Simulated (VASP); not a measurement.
A run of VASP 6.6.1 is set up as follows.

Contents of POSCAR:

```
Sb
1.0
    0.0000000000      2.3864604735      2.3864604735
    2.3864604735      0.0000000000      2.3864604735
    2.3864604735      2.3864604735      0.0000000000
Sb
1
Direct
    0.0000000000      0.0000000000      0.0000000000
```

INCAR.step1

```
SYSTEM = Sb
ALGO = Normal
EDIFF = 1E-4
ENCUT = 520
GGA = PE
ISMEAR = -1
LASPH = .True.
LCHARG = .False.
LREAL = .False.
LWAVE = .True.
NBANDS = 8
NELM = 60
PREC = Accurate
SIGMA = 0.1
```

File INCAR.step2:

```
SYSTEM = Sb
ALGO = Normal
EDIFF = 1E-7
ENCUT = 520
ISIF = 2
ISMEAR = -1
ISTART = 1
LASPH = .True.
LCHARG = .True.
LELF = .True.
LMIXTAU = .True.
LREAL = .False.
LVHAR = .True.
LWAVE = .False.
METAGGA = R2SCAN
NBANDS = 8
NELM = 60
PREC = Accurate
SIGMA = 0.1
```

Contents of KPOINTS:

```
k-points
0
Gamma
  11 11 11
  0 0 0
```

Potentials or basis: VASP PAW PBE potentials, release 64 (Sb).

Launch:

```sh
$ cat potpaw_PBE.64/Sb/POTCAR > POTCAR
$ cp INCAR.step1 INCAR
$ mpirun -np 1 vasp_std > vasp.out
$ cp INCAR.step2 INCAR
$ mpirun -np 1 vasp_std > vasp.out
```

**Question.** Predict the pressure.

**Answer.** -0.2 GPa.

Caveat: the PAW data sets were made with another functional, which shifts forces and pressure a little.
